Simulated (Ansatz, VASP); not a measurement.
## Two plane-wave programs on Na2S

```xyz
3
Lattice="0.0000 3.2554 3.2554 3.2554 0.0000 3.2554 3.2554 3.2554 0.0000" Properties=species:S:1:pos:R:3 pbc="T T T"
S     0.0000    0.0000    0.0000
Na    1.6277    1.6277    1.6277
Na    4.8831    4.8831    4.8831
```

Alike in both runs: task single point; functional PBEsol; k mesh 2 × 2 × 2; no spin polarisation.

```csv
,VASP,Ansatz
version,VASP 6.6.1,Ansatz 0.2.0
potentials or method,"VASP PAW PBE potentials, release 64 (S, Na_pv)",plane waves
plane-wave cutoff (eV),500,420
occupations,"gaussian, width 0.01 eV",fixed
valence electrons in the cell,20,24
```

```csv
,VASP,Ansatz,Ansatz less VASP
gap on the k mesh at the Fermi level (eV),2.31,2.31,+0.004
pressure (GPa),0.7,0.7,-0.05
```

VASP's potentials were made for PBE, not for PBEsol. VASP's potentials hold 20 valence electrons a cell and Ansatz's 24, so a difference there can come from the potentials and not from the codes.

The k mesh is coarse, so the values compare programs but aren't converged.
